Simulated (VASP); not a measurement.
Input of a VASP 6.6.1 run:

File INCAR:

```
SYSTEM = Mg4S
PREC = Accurate
ENCUT = 600
EDIFF = 1E-6
ISMEAR = 0
SIGMA = 0.2
LREAL = .FALSE.
LASPH = .TRUE.
NELM = 120
ALGO = Normal
ISIF = 2
LWAVE = .FALSE.
LCHARG = .FALSE.
GGA = PE
NBANDS = 25
GGA_COMPAT = .FALSE.
```

KPOINTS

```
Automatic mesh
0
G
  3 3 3
  0 0 0
```

The input POSCAR:

```
Mg4S
1.0
    6.8801877739      0.0000000000      0.0000000000
    0.0000000000      6.8801877739      0.0000000000
    0.0000000000      0.0000000000      5.8055096737
Mg S
8 2
Direct
    0.2905895206      0.0000000000      0.3811364485
    0.7094104794      0.0000000000      0.3811364485
    0.0000000000      0.2905895206      0.3811364485
    0.0000000000      0.7094104794      0.3811364485
    0.2740012909      0.2740012909      0.7976675603
    0.7259987091      0.7259987091      0.7976675603
    0.7259987091      0.2740012909      0.7976675603
    0.2740012909      0.7259987091      0.7976675603
    0.5000000000      0.0000000000      0.0176402924
    0.0000000000      0.5000000000      0.0176402924
```

Potentials or basis: VASP PAW PBE potentials, release 64 (Mg, S).

Run with:

```sh
$ cat potpaw_PBE.64/Mg/POTCAR potpaw_PBE.64/S/POTCAR > POTCAR
$ mpirun -np 1 vasp_std > vasp.out
```

Predict the band gap on the k mesh.

zero (bands 14 and 15 overlap by 0.28 eV).

What does it give for the largest force?

0.063 eV/Å.

What does it give for the pressure?

0.0 GPa.

Stress tensor (GPa, compression positive):
```
0.01 0.00 0.00
0.00 0.01 0.00
0.00 0.00 0.09
```

Caveat: the k points lie up to 0.36 Å⁻¹ apart; semilocal functionals underestimate gaps, and a narrow one can read as zero.
